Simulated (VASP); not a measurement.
Crystal: Li.

```
CELL_PARAMETERS angstrom
2.32964 -3.94832 0.00000
2.32964 3.94832 0.00000
0.00000 0.00000 4.66549
ATOMIC_POSITIONS crystal
Li 0.15250 0.84750 0.07850
Li 0.65250 0.34750 0.42150
Li 0.84750 0.15250 0.92150
Li 0.34750 0.65250 0.57850
```

| Quantity | Value |
| --- | --- |
| Program | VASP 6.6.1 |
| Task | relaxation of cell and atoms |
| Functional | PBE |
| Potentials or basis | VASP PAW PBE potentials, release 64 (Li_sv) |
| Cutoff | 600 eV |
| k mesh | 10 × 10 × 10 |
| Occupations | gaussian, width 0.1 eV |
| Spin | no spin polarisation |

At the start: pressure 0.3 GPa; volume 21.46 Å³/atom.

Q: How do energy, volume and symmetry change on relaxing?

A: Over 33 steps the energy falls by 172.4 meV/atom and the volume is 19.18 Å³/atom (-10.6 %); space group Cmce (No. 64, to 0.1 Å) before, Fmmm (No. 69, to 0.1 Å).

The path:
```tsv
step	energy change (eV)	largest force (eV/Å)	pressure (GPa)	volume (Å³)
1	0.0000	0.0607	0.33	85.83
2	-0.0123	0.0773	0.26	86.38
3	-0.0546	0.1257	0.06	87.98
4	-0.1456	0.2009	-0.38	90.96
5	-0.2750	0.2787	-1.45	96.02
6	0.0320	0.2644	-4.65	102.28
7	-0.2913	0.2724	-1.70	96.70
8	-0.3020	0.2745	-1.78	96.69
9	-0.3276	0.2780	-2.02	96.60
10	-0.3484	0.2728	-2.54	96.17
11	-0.3942	0.2569	-2.44	94.09
12	-0.5159	0.2106	-2.04	87.83
13	-0.5709	0.0906	-0.46	75.23
14	-0.5930	0.1320	-1.15	79.62
15	-0.6411	0.1252	-0.53	78.28
16	-0.6593	0.1142	0.02	77.01
17	-0.6605	0.1095	0.18	76.62
18	-0.6605	0.1088	0.20	76.56
19	-0.6633	0.0931	0.12	76.82
20	-0.6685	0.0624	-0.12	77.61
21	-0.6642	0.1083	-0.58	79.19
22	-0.6692	0.0631	-0.25	78.04
23	-0.6726	0.0622	-0.19	77.58
24	-0.6792	0.0588	0.04	76.21
25	-0.6736	0.0586	0.54	73.49
26	-0.6803	0.0577	0.17	75.43
27	-0.6848	0.0360	0.12	75.78
28	-0.6884	0.0084	0.06	76.35
29	-0.6886	0.0174	0.06	76.49
30	-0.6893	0.0058	-0.07	77.02
31	-0.6893	0.0060	-0.07	77.02
32	-0.6894	0.0043	0.05	76.62
33	-0.6894	0.0047	0.02	76.72
```

Final structure:
```xyz
4
Lattice="2.4388 -4.9783 0.0000 2.4388 4.9783 0.0000 0.0000 0.0000 3.1595" Properties=species:S:1:pos:R:3 pbc="T T T"
Li    2.4388    3.6653    3.1539
Li    2.4388   -1.3130    1.5853
Li    2.4388   -3.6653    0.0055
Li    2.4388    1.3130    1.5742
```

Caveat: the cutoff is under 1.25 times the usual one of these potentials, so pressure, stress and relaxed cells hold a basis-set (Pulay) error; a cell axis changed by over 15 % at a fixed basis, so the end point is rough.
